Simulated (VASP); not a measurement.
Input of a VASP 6.6.1 run:

INCAR

```
ALGO = Normal ; EDIFF = 1E-7
ENCUT = 520 ; GGA = PE
ISIF = 2 ; ISMEAR = 0
LASPH = T ; LCHARG = F
LREAL = F ; LWAVE = F
NBANDS = 15 ; NELM = 60
PREC = Accurate ; SIGMA = 0.01
```

File KPOINTS:

```
k-points
0
Gamma
  4 4 4
```

POSCAR

```
BaTe
1.0
    4.2448181594      0.0000000000      0.0000000000
    0.0000000000      4.2448181594      0.0000000000
    0.0000000000      0.0000000000      4.2448181594
Ba Te
1 1
Direct
    0.0000000000      0.0000000000      0.0000000000
    0.5000000000      0.5000000000      0.5000000000
```

Potentials or basis: VASP PAW PBE potentials, release 64 (Ba_sv, Te).

The run is started by

```console
$ cat potpaw_PBE.64/Ba_sv/POTCAR potpaw_PBE.64/Te/POTCAR > POTCAR
$ mpirun -np 1 vasp_std > vasp.out
```

Question: Estimate the pressure.

Answer: 0.6 GPa.

Question: Predict the band gap on the k mesh.

Answer: 0.74 eV (least direct gap 0.95 eV).

Caveat: spin-orbit coupling is left out, which moves the levels of the heavy elements. A k mesh can miss the band edges.
